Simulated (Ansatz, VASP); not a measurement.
**One calculation of C, two programs**

File INCAR:

```
SYSTEM = C
PREC = Accurate
ENCUT = 520
EDIFF = 1E-7
ISMEAR = -1
SIGMA = 0.02
LREAL = .False.
LASPH = .True.
NELM = 60
ALGO = Normal
ISIF = 2
LWAVE = .False.
LCHARG = .False.
GGA = PE
NBANDS = 11
```

KPOINTS

```
Automatic mesh
0
Gamma
  12 12 12
  0 0 0
```

File POSCAR:

```
C
1.0
    0.0429009918      1.7801241411      1.7801241411
    1.7801241411      0.0429009918      1.7801241411
    1.8230251329      1.8230251329      0.0000000000
C
2
Direct
    0.0003893714      0.0003893714     -0.0003893714
    0.2496106286      0.2496106286      0.2503893714
```

Input for Ansatz:

```yaml
crystal:
  lattice:
    - [0.0429009918, 1.7801241411, 1.7801241411]
    - [1.7801241411, 0.0429009918, 1.7801241411]
    - [1.8230251329, 1.8230251329, 0.0]
  atoms:
    - { symbol: C, position: [0.0003893714, 0.0003893714, -0.0003893714] }
    - { symbol: C, position: [0.2496106286, 0.2496106286, 0.2503893714] }
kpoints:
  mp_grid: { grid: [12, 12, 12] }
  band_path:
    path:
      - [0.0, 0.0, 0.0]
      - [0.5, 0.0, 0.5]
      - [0.625, 0.25, 0.625]
      - [0.375, 0.375, 0.75]
      - [0.5, 0.5, 0.5]
      - [0.5, 0.25, 0.75]
      - [0.35, 0.0, 0.35]
    npoints: 1
hamiltonian:
  xc: pbe
scf:
  occupations: { method: fermi_dirac, width: 0.02 }
  n_extra_bands: 4
output:
  forces: true
  stress: true
  eigenvalues: true
```

Change from the starting cell: shear_xy strain +4.8%.

Alike in both runs: task single point; functional PBE; k mesh 12 × 12 × 12; occupations fermi-dirac, width 0.02 eV; no spin polarisation.

|  | VASP | Ansatz |
| --- | --- | --- |
| version | VASP 6.6.1 | Ansatz 0.2.0 |
| potentials or method | VASP PAW PBE potentials, release 64 (C) | plane waves, PAW |
| plane-wave cutoff (eV) | 520 | 420 |
| valence electrons in the cell | 8 | 8 |

Ansatz gave:

| Property | Result |
| --- | --- |
| gap on the k mesh at the Fermi level (eV) | 3.78 |
| pressure (GPa) | 5.4 |
| traceless stress, the component that is largest in VASP (GPa) | -27.59 |
| rms of the force components (eV/Å) | 0.030 |

Problem. What did VASP give for the same quantities?

Solution. gap on the k mesh at the Fermi level (eV): 3.77; pressure (GPa): 6.1; traceless stress, the component that is largest in VASP (GPa): -27.76; rms of the force components (eV/Å): 0.038.

Atom by atom the forces differ by 0.008 eV/Å (rms over components).
